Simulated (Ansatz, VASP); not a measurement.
CaS in VASP and in Ansatz

The input INCAR:

```
SYSTEM = CaS
PREC = Accurate
ENCUT = 500
EDIFF = 1E-6
ISMEAR = 0
SIGMA = 0.02
LREAL = .False.
LASPH = .True.
NELM = 120
ALGO = Normal
ISIF = 2
LWAVE = .False.
LCHARG = .False.
GGA = PE
NBANDS = 15
GGA_COMPAT = .False.
```

File KPOINTS:

```
regular mesh
0
Gamma
  8 8 8
  0 0 0
```

POSCAR

```
CaS
1.0
    0.0000000000      2.9120468813      2.9120468813
    2.9120468813      0.0000000000      2.9120468813
    2.9120468813      2.9120468813      0.0000000000
Ca S
1 1
Direct
    0.0000000000      0.0000000000      0.0000000000
    0.5000000000      0.5000000000      0.5000000000
```

Input for Ansatz:

```yaml
crystal:
  lattice:
    - [0.0, 2.9120468813, 2.9120468813]
    - [2.9120468813, 0.0, 2.9120468813]
    - [2.9120468813, 2.9120468813, 0.0]
  atoms:
    - { symbol: Ca, position: [0.0, 0.0, 0.0] }
    - { symbol: S, position: [0.5, 0.5, 0.5] }
basis:
  ecutwfc: 420
kpoints:
  mp_grid: { grid: [8, 8, 8] }
hamiltonian:
  xc: pbe
scf:
  occupations: { method: gaussian, width: 0.02 }
output:
  forces: true
  stress: true
  eigenvalues: true
```

Alike in both runs: task single point; functional PBE; k mesh 8 × 8 × 8; occupations gaussian, width 0.02 eV; no spin polarisation.

```csv
,VASP,Ansatz
version,VASP 6.6.1,Ansatz 0.2.0
potentials or method,"VASP PAW PBE potentials, release 64 (Ca_sv, S), cutoff 500 eV","scalar-relativistic, plane waves, PAW"
valence electrons in the cell,16,16
```

|  | VASP | Ansatz | Ansatz less VASP |
| --- | --- | --- | --- |
| gap on the k mesh at the Fermi level (eV) | 2.49 | 2.50 | +0.004 |
| least direct gap on the mesh (eV) | 3.25 | 3.25 | +0.004 |
| pressure (GPa) | -2.8 | -3.0 | -0.11 |

The functional is the same, so the differences come from potentials, cutoffs and numerics.
